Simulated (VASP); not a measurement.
# Pt (Fm-3m) in VASP: notebook

Pt is run at these levels: RPBE, BLYP, PBEsol, revPBE, r2SCAN; tasks: single point.

Program: VASP 6.6.1. These are calculated values, not measurements. Logs are shortened: lines on timing, memory, paths and dates and some standing lists are left out, and cuts for length are marked.

### 1 The cell of the first run

Symmetry: Fm-3m, No. 225, cubic system. Conventional cell: a = 3.922 Å, b = 3.922 Å, c = 3.922 Å, α = 90.00°, β = 90.00°, γ = 90.00°. Pt (site symmetry m-3m) has 12 Pt at 2.77 Å within 3.7 Å.

### 2 Single point, RPBE

INCAR

```
SYSTEM = Pt
  PREC = Accurate
  ENCUT = 520
  EDIFF = 1E-6
  ISMEAR = -1
  SIGMA = 0.05
  LREAL = .False.
  LASPH = .True.
  NELM = 60
  ALGO = Normal
  ISIF = 2
  LWAVE = .False.
  LCHARG = .True.
  GGA = RP
  LELF = .True.
  LVHAR = .True.
  ISYM = 0
  NBANDS = 11
```

KPOINTS

```
Automatic mesh
0
Gamma
  6 6 6
  0.5 0.5 0.5
```

POSCAR

```
Pt
1.0
    0.0000000000      1.9609000000      1.9609000000
    1.9609000000      0.0000000000      1.9609000000
    1.9609000000      1.9609000000      0.0000000000
Pt
1
Direct
    0.0000000000      0.0000000000      0.0000000000
```

Potentials or basis: VASP PAW PBE potentials, release 64 (Pt).

Command:

```sh
$ cat potpaw_PBE.64/Pt/POTCAR > POTCAR
$ mpirun -np 1 vasp_std > vasp.out
```

OUTCAR:

```text
SYSTEM = Pt
   PREC = Accurate
   ENCUT = 520
   EDIFF = 1E-6
   ISMEAR = -1
   LREAL = .False.
   LASPH = .True.
   NELM = 60
   ISIF = 2
   GGA = RP
   ISYM = 0

 ion  position               nearest neighbor table
   1  0.000  0.000  0.000-

IMPORTANT INFORMATION: All symmetrisations will be switched off!
NOSYMM: (Re-)initialisation of all symmetry stuff for point group C_1.

----------------------------------------------------------------------------------------

                                     Primitive cell

  volume of cell :      15.0798

  direct lattice vectors                    reciprocal lattice vectors
     0.000000000  1.960900000  1.960900000    -0.254984956  0.254984956  0.254984956
     1.960900000  0.000000000  1.960900000     0.254984956 -0.254984956  0.254984956
     1.960900000  1.960900000  0.000000000     0.254984956  0.254984956 -0.254984956

  length of vectors
     2.773131374  2.773131374  2.773131374     0.441646899  0.441646899  0.441646899

  position of ions in fractional coordinates (direct lattice)
     0.000000000  0.000000000  0.000000000

  ion indices of the primitive-cell ions
   primitive index   ion index
                 1           1

----------------------------------------------------------------------------------------

 KPOINTS: Automatic mesh

Automatic generation of k-mesh.
 Grid dimensions read from file:
 generate k-points for:    6    6    6

 Generating k-lattice:

  Cartesian coordinates                     Fractional coordinates (reciprocal lattice)
    -0.042497493  0.042497493  0.042497493     0.166666667  0.000000000  0.000000000
     0.042497493 -0.042497493  0.042497493     0.000000000  0.166666667  0.000000000
     0.042497493  0.042497493 -0.042497493     0.000000000  0.000000000  0.166666667

  Length of vectors
     0.073607816  0.073607816  0.073607816

  Shift w.r.t. Gamma in fractional coordinates (k-lattice)
     0.500000000  0.500000000  0.500000000

 Subroutine IBZKPT returns following result:
 ===========================================

 Found    432 irreducible k-points:

 Following reciprocal coordinates:
            Coordinates               Weight
  0.083333  0.083333  0.083333      2.000000
  0.083333  0.000000  0.000000      2.000000
  0.000000  0.000000 -0.083333      2.000000
  0.000000  0.083333  0.000000      2.000000
  0.250000  0.083333  0.083333      2.000000
  0.083333  0.250000  0.083333      2.000000
[... 16 lines left out ...]
  0.000000  0.333333 -0.083333      2.000000
  0.333333  0.000000 -0.083333      2.000000
 [... further k-points ...]
   k-points           NKPTS =    432   k-points in BZ     NKDIM =    432   number of bands    NBANDS=     11
   number of dos      NEDOS =    301   number of ions     NIONS =      1
   total plane-waves  NPLWV =  13824
   dimension x,y,z NGX =    24 NGY =   24 NGZ =   24
   dimension x,y,z NGXF=    48 NGYF=   48 NGZF=   48
   ions per type =               1
   NGX,Y,Z   is equivalent  to a cutoff of  14.39, 14.39, 14.39 a.u.
   NGXF,Y,Z  is equivalent  to a cutoff of  28.78, 28.78, 28.78 a.u.
 SYSTEM =  Pt
   PREC   = accura    normal or accurate (medium, high low for compatibility)
   ISTART =      0    job   : 0-new  1-cont  2-samecut
   ICHARG =      2    charge: 1-file 2-atom 10-const
   ISPIN  =      1    spin polarized calculation?
   LNONCOLLINEAR =      F non collinear calculations
   LSORBIT =      F    spin-orbit coupling
   LASPH  =      T    aspherical Exc in radial PAW
   ENCUT  =  520.0 eV  38.22 Ry    6.18 a.u.   5.16  5.16  5.16*2*pi/ulx,y,z
   NELM   =     60;   NELMIN=  2; NELMDL= -5     # of ELM steps
   EDIFF  = 0.1E-05   stopping-criterion for ELM
   LREAL  =      F    real-space projection
   EDIFFG = 0.1E-04   stopping-criterion for IOM
   NSW    =      0    number of steps for IOM
   IBRION =     -1    ionic relax: 0-MD 1-quasi-New 2-CG
   NFREE  =      0    steps in history (QN), initial steepest desc. (CG)
   ISIF   =      2    stress and relaxation
   ISYM   =      0    0-nonsym 1-usesym 2-fastsym
   POTIM  = 0.5000    time-step for ionic-motion
   TEBEG  =    0.0;   TEEND  =   0.0 temperature during run
   PSTRESS=    0.0 pullay stress
   NELECT =      10.0000    total number of electrons
   NUPDOWN=      -1.0000    fix difference up-down
   EMIN   =  10.00;   EMAX   =-10.00  energy-range for DOS
   EFERMI =   0.00;   METHOD = LEGACY
   ISMEAR =    -1;   SIGMA  =   0.05  broadening in eV -4-tet -1-fermi 0-gaus
   EFERMI_NEDOS =   21; number of points for ismear=-14 and -15
   IALGO  =     38    algorithm
   IMIX   =      4    mixing-type and parameters
     AMIX     =   0.40;   BMIX     =  1.00
     AMIX_MAG =   1.60;   BMIX_MAG =  1.00
  volume/ion in A,a.u.               =      15.08       101.76
  Fermi-wavevector in a.u.,A,eV,Ry     =   1.427609  2.697791 27.729605  2.038068
  Thomas-Fermi vector in A             =   2.547760
   LORBIT       =      0    0 simple, 1 ext, 2 COOP (PROOUT), +10 PAW based schemes
   GGA     = RP    functional components
   LHFCALC =     F    Hartree Fock is set to
   AEXX    =    0.0000 exact exchange contribution
   IVDW    =     0    specifies the selected vdW correction
   LEPSILON=     F    determine dielectric tensor
   LRPA    =     F    only Hartree local field effects (RPA)
 non-spin polarized calculation
  energy-cutoff  :      520.00
  volume of cell :       15.08
 maximum number of plane-waves:       411
 NGX is ok and might be reduce to    24
   NGX = 11   NGY = 11   NGZ = 11

 number of electron      10.0000000 magnetization

 Free energy of the ion-electron system (eV)
  ---------------------------------------------------
  ext. energy  EPLUGINS =         0.00000000
  ---------------------------------------------------
  free energy    TOTEN  =        -5.44859128 eV

  energy without entropy =       -5.43833708  energy(sigma->0) =       -5.44346418

 E-fermi :  11.3581     XC(G=0): -13.4345

 val. band max:       11.3254257041   @ k =   0.4167   0.4167   0.2500
 cond. band min:      11.3737420463   @ k =   0.0000  -0.3333  -0.4167
 fundamental gap:      0.0483163422
 Fermi energy:        11.3581487074

 k-point     1 :       0.0833    0.0833    0.0833
  band No.  band energies     occupation
      1       1.4409      2.00000
      2       7.4522      2.00000
      3       7.6805      2.00000
      4       7.6805      2.00000
      5       9.6604      2.00000
      6       9.6604      2.00000
      7      26.3901      0.00000
      8      29.6259      0.00000
      9      31.3796      0.00000
     10      31.3796      0.00000
     11      37.6609      0.00000

 k-point     2 :       0.0833    0.0000    0.0000
  band No.  band energies     occupation
      1       1.4409      2.00000
      2       7.4522      2.00000
      3       7.6805      2.00000
      4       7.6805      2.00000
      5       9.6604      2.00000
      6       9.6604      2.00000
      7      26.3901      0.00000
      8      29.6259      0.00000
      9      31.3796      0.00000
     10      31.3796      0.00000
     11      37.6609      0.00000

 k-point     3 :       0.0000    0.0000   -0.0833
  band No.  band energies     occupation
      1       1.4409      2.00000
      2       7.4522      2.00000
      3       7.6805      2.00000
      4       7.6805      2.00000
      5       9.6604      2.00000
      6       9.6604      2.00000
      7      26.3901      0.00000
      8      29.6259      0.00000
      9      31.3796      0.00000
     10      31.3796      0.00000
     11      37.6609      0.00000

 k-point     4 :       0.0000    0.0833    0.0000
  band No.  band energies     occupation
      1       1.4409      2.00000
      2       7.4522      2.00000
      3       7.6805      2.00000
      4       7.6805      2.00000
      5       9.6604      2.00000
      6       9.6604      2.00000
      7      26.3901      0.00000
      8      29.6259      0.00000
      9      31.3796      0.00000
     10      31.3796      0.00000
     11      37.6609      0.00000

 k-point     5 :       0.2500    0.0833    0.0833
  band No.  band energies     occupation
      1       2.7704      2.00000
      2       6.9888      2.00000
      3       8.0012      2.00000
      4       8.0998      2.00000
      5       9.2293      2.00000
      6      10.1000      2.00000
      7      26.5365      0.00000
      8      27.9179      0.00000
      9      31.4192      0.00000
     10      34.0170      0.00000
     11      34.3180      0.00000

 k-point     6 :       0.0833    0.2500    0.0833
  band No.  band energies     occupation
      1       2.7704      2.00000
      2       6.9888      2.00000
      3       8.0012      2.00000
      4       8.0998      2.00000
      5       9.2293      2.00000
      6      10.1000      2.00000
      7      26.5365      0.00000
      8      27.9179      0.00000
      9      31.4192      0.00000
     10      34.0170      0.00000
     11      34.3180      0.00000

 k-point     7 :       0.0833    0.0833    0.2500
  band No.  band energies     occupation
      1       2.7704      2.00000
      2       6.9888      2.00000
      3       8.0012      2.00000
      4       8.0998      2.00000
      5       9.2293      2.00000
      6      10.1000      2.00000
      7      26.5365      0.00000
      8      27.9179      0.00000
      9      31.4192      0.00000
     10      34.0170      0.00000
     11      34.3180      0.00000

 k-point     8 :       0.0833    0.0000   -0.1667
  band No.  band energies     occupation
      1       2.7704      2.00000
      2       6.9888      2.00000
      3       8.0012      2.00000
      4       8.0998      2.00000
      5       9.2293      2.00000
      6      10.1000      2.00000
      7      26.5365      0.00000
      8      27.9179      0.00000
      9      31.4192      0.00000
     10      34.0170      0.00000
     11      34.3180      0.00000
[... 141 lines left out ...]
 k-point    19 :       0.0833    0.0833    0.4167
  band No.  band energies     occupation
      1       4.2101      2.00000
      2       7.5670      2.00000
      3       7.8434      2.00000
      4       8.1651      2.00000
      5      10.3630      2.00000
      6      11.5957      0.01714
      7      20.7585      0.00000
      8      26.6990      0.00000
      9      30.0804      0.00000
     10      32.8979      0.00000
     11      35.9015      0.00000

 k-point    20 :       0.0833    0.0000   -0.3333
  band No.  band energies     occupation
      1       4.2101      2.00000
      2       7.5670      2.00000
      3       7.8434      2.00000
      4       8.1651      2.00000
      5      10.3630      2.00000
      6      11.5957      0.01714
      7      20.7585      0.00000
      8      26.6990      0.00000
      9      30.0804      0.00000
     10      32.8979      0.00000
     11      35.9015      0.00000

 k-point    21 :       0.4167    0.3333    0.3333
  band No.  band energies     occupation
      1       4.2101      2.00000
      2       7.5670      2.00000
      3       7.8434      2.00000
      4       8.1651      2.00000
      5      10.3630      2.00000
      6      11.5957      0.01714
      7      20.7585      0.00000
      8      26.6990      0.00000
      9      30.0804      0.00000
     10      32.8979      0.00000
     11      35.9015      0.00000

 k-point    22 :       0.0833   -0.3333    0.0000
  band No.  band energies     occupation
      1       4.2101      2.00000
      2       7.5670      2.00000
      3       7.8434      2.00000
      4       8.1651      2.00000
      5      10.3630      2.00000
      6      11.5957      0.01714
      7      20.7585      0.00000
      8      26.6990      0.00000
      9      30.0804      0.00000
     10      32.8979      0.00000
     11      35.9015      0.00000

 k-point    23 :       0.0000    0.3333   -0.0833
  band No.  band energies     occupation
      1       4.2101      2.00000
      2       7.5670      2.00000
      3       7.8434      2.00000
      4       8.1651      2.00000
      5      10.3630      2.00000
      6      11.5957      0.01714
      7      20.7585      0.00000
      8      26.6990      0.00000
      9      30.0804      0.00000
     10      32.8979      0.00000
     11      35.9015      0.00000

 k-point    24 :       0.3333    0.0000   -0.0833
  band No.  band energies     occupation
      1       4.2101      2.00000
      2       7.5670      2.00000
      3       7.8434      2.00000
      4       8.1651      2.00000
      5      10.3630      2.00000
      6      11.5957      0.01714
      7      20.7585      0.00000
      8      26.6990      0.00000
      9      30.0804      0.00000
     10      32.8979      0.00000
     11      35.9015      0.00000

 [... further k-points ...]
[... 5 lines left out ...]
  --------------------------------------------------------------------------------------
  -------------------------------------------------------------------------------------
  Total        1.2795195      1.2795190      1.2795163     -0.0000025     -0.0000012      0.0000025
  in kB      135.9443455    135.9442948    135.9440068     -0.0002661     -0.0001310      0.0002700
  external PRESSURE =     135.9442157 kB  Pullay stress =       0.0000000 kB

 VOLUME and BASIS-vectors are now :
 -----------------------------------------------------------------------------
  energy-cutoff  :      520.00
  volume of cell :       15.08
      direct lattice vectors                 reciprocal lattice vectors
     0.000000000  1.960900000  1.960900000    -0.254984956  0.254984956  0.254984956
     1.960900000  0.000000000  1.960900000     0.254984956 -0.254984956  0.254984956
     1.960900000  1.960900000  0.000000000     0.254984956  0.254984956 -0.254984956

 POSITION                                       TOTAL-FORCE (eV/Angst)
 -----------------------------------------------------------------------------------
      0.00000      0.00000      0.00000         0.000002     -0.000002     -0.000002
 -----------------------------------------------------------------------------------
    total drift:                                0.000002     -0.000002     -0.000002

  FREE ENERGIE OF THE ION-ELECTRON SYSTEM (eV)
  ---------------------------------------------------
  free  energy   TOTEN  =        -5.4485912804 eV

  energy  without entropy=       -5.4383370751  energy(sigma->0) =       -5.44346418
```

Wall time 2.5 min (1 thread of AMD EPYC 7R13, shared host); peak memory 0.17 GiB.

Results:

```yaml
Free_energy: -5.4486 eV
Pressure: 13.6 GPa
Band_gap_on_the_k_mesh: zero (band 5 reaches 11.72 eV, above the bottom of band 6 at 9.66 eV)
```

Levels at points of the mesh, in eV from the Fermi level:
```tsv
k point	band 1	band 2	band 3	band 4	band 5	band 6	band 7	band 8	band 9	band 10
(0.08, 0.08, 0.08)	-9.92	-3.91	-3.68	-3.68	-1.70	-1.70	15.03	18.27	20.02	20.02
```

Caveat: the k points lie up to 0.46 Å⁻¹ apart; the PAW data sets were made with another functional, which shifts forces and pressure a little; spin-orbit coupling is left out, which moves the levels of the heavy elements.

### 3 Single point, BLYP

INCAR

```
SYSTEM = Pt
PREC = Accurate
ENCUT = 520
EDIFF = 1E-7
ISMEAR = -1
SIGMA = 0.05
LREAL = .FALSE.
LASPH = .TRUE.
NELM = 80
ALGO = Normal
ISIF = 2
LWAVE = .FALSE.
LCHARG = .FALSE.
GGA = B5
ALDAX = 1.0
AGGAX = 1.0
AGGAC = 1.0
ALDAC = 0.0
NBANDS = 11
ISYM = 0
```

KPOINTS is that of step 2.

POSCAR is that of step 2.

Potentials or basis: VASP PAW PBE potentials, release 64 (Pt).

Command:

```sh
$ cat potpaw_PBE.64/Pt/POTCAR > POTCAR
$ mpirun -np 1 vasp_std > vasp.out
```

Run time: 2.8 min. Hardware: 1 thread of AMD EPYC 7R13, shared host; peak memory 0.17 GiB.

Results (log left out):

```yaml
Free_energy: -4.9007 eV
Pressure: 26.8 GPa
Band_gap_on_the_k_mesh: zero (band 5 reaches 12.23 eV, above the bottom of band 6 at 10.15 eV)
```

Levels at points of the mesh, in eV from the Fermi level:
| k point | band 1 | band 2 | band 3 | band 4 | band 5 | band 6 | band 7 | band 8 | band 9 | band 10 |
| --- | --- | --- | --- | --- | --- | --- | --- | --- | --- | --- |
| (0.08, 0.08, 0.08) | -9.79 | -3.93 | -3.70 | -3.70 | -1.72 | -1.72 | 15.36 | 18.49 | 20.18 | 20.18 |

Caveat: the k points lie up to 0.46 Å⁻¹ apart; the PAW data sets were made with another functional, which shifts forces and pressure a little; spin-orbit coupling is left out, which moves the levels of the heavy elements.

[end of part 1 of 2]
